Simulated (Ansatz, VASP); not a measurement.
## Two plane-wave programs on W

Contents of INCAR:

```
ALGO = Normal
EDIFF = 1E-6
ENCUT = 500
GGA_COMPAT = False
ISIF = 2
ISMEAR = 1
LASPH = True
LCHARG = False
LREAL = False
LWAVE = False
NBANDS = 13
NELM = 120
PREC = Accurate
SIGMA = 0.05
```

KPOINTS

```
k-points
0
Gamma
  12 12 12
```

The input POSCAR:

```
W
1.0
    2.7407020215     -0.0000000152     -0.0000000263
   -0.9135673262      2.5839586512     -0.0000000263
   -0.9135673262     -1.2919792876      2.2377738561
W
1
Direct
    0.0000000000      0.0000000000      0.0000000000
```

Input for Ansatz:

```yaml
crystal:
  lattice:
    a: 2.740702
    b: 2.740702
    c: 2.740702
    alpha: 109.47122
    beta: 109.47122
    gamma: 109.47122
  atoms:
    - { symbol: W, position: [0.0, 0.0, 0.0] }
basis:
  ecutwfc: 450.0
kpoints:
  mp_grid:
    grid: [12, 12, 12]
hamiltonian:
  xc: lda
scf:
  occupations:
    method: methfessel_paxton
    width: 0.05
output:
  stress: true
```

Alike in both runs: task single point; functional LDA; k mesh 12 × 12 × 12; occupations methfessel-paxton of order 1, width 0.05 eV; no spin polarisation.

|  | VASP | Ansatz |
| --- | --- | --- |
| version | VASP 6.6.1 | Ansatz 0.2.0 |
| potentials or method | VASP PAW LDA potentials, release 64 (W_sv), cutoff 500 eV | plane waves, PAW |
| valence electrons in the cell | 14 | 14 |

Ansatz gave:

* pressure (GPa): -9.1

**Question.** Which values does VASP return?

**Answer.** Pressure (GPa): -7.4.

LDA's correlation is that of Perdew and Zunger in VASP and of Perdew and Wang (1992) in Ansatz.

Neither program's run includes spin-orbit coupling.
